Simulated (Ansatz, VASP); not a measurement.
Two plane-wave programs on Ca3Si2N

The input INCAR:

```
  PREC = Accurate
  ENCUT = 520
  EDIFF = 1E-6
  ISMEAR = 0
  SIGMA = 0.1
  LREAL = F
  LASPH = T
  NELM = 80
  ALGO = Normal
  ISIF = 2
  LWAVE = F
  LCHARG = F
  GGA = PE
  NBANDS = 30
```

The input KPOINTS:

```
regular mesh
0
Gamma
  4 4 4
```

POSCAR

```
Ca3Si2N
1.0
    0.0000000000      4.4219330000      5.0079182200
    2.5648887500      0.0000000000      5.0079182200
    2.5648887500      4.4219330000      0.0000000000
Ca Si N
3 2 1
Direct
    0.6689643800      0.3310356200      0.6689643800
    0.3310356200      0.6689643800      0.3310356200
    0.0000000000      0.0000000000      0.0000000000
    0.0000000000      0.5000000000      0.0000000000
    0.5000000000      0.0000000000      0.5000000000
    0.5000000000      0.5000000000      0.5000000000
```

Input for Ansatz:

```yaml
crystal:
  lattice:
    - [0.0, 4.421933, 5.00791822]
    - [2.56488875, 0.0, 5.00791822]
    - [2.56488875, 4.421933, 0.0]
  atoms:
    - { symbol: Ca, position: [0.66896438, 0.33103562, 0.66896438] }
    - { symbol: Ca, position: [0.33103562, 0.66896438, 0.33103562] }
    - { symbol: Ca, position: [0.0, 0.0, 0.0] }
    - { symbol: Si, position: [0.0, 0.5, 0.0] }
    - { symbol: Si, position: [0.5, 0.0, 0.5] }
    - { symbol: "N", position: [0.5, 0.5, 0.5] }
basis:
  ecutwfc: 420
kpoints:
  mp_grid: { grid: [4, 4, 4] }
hamiltonian:
  xc: pbe
scf:
  occupations: { method: gaussian, width: 0.1 }
  lower_state_search: "off"
output:
  forces: true
  stress: true
  eigenvalues: true
```

Alike in both runs: task single point; functional PBE; k mesh 4 × 4 × 4; occupations gaussian, width 0.1 eV; no spin polarisation.

```csv
,VASP,Ansatz
version,VASP 6.6.1,Ansatz 0.2.0
potentials or method,"VASP PAW PBE potentials, release 64 (Ca_sv, Si, N), cutoff 520 eV","scalar-relativistic, plane waves, PAW"
valence electrons in the cell,43,43
```

Ansatz gave:

| Property | Result |
| --- | --- |
| gap on the k mesh at the Fermi level (eV) | none |
| rms of the force components (eV/Å) | 6.322 |

Task: What did VASP give for the same quantities?

Result: gap on the k mesh at the Fermi level (eV): none; rms of the force components (eV/Å): 6.991.

Atom by atom the forces differ by 0.669 eV/Å (rms over components). A gap of «none» marks a metal or a gap that the smearing closes.

The k mesh is coarse, so the values compare programs but aren't converged.
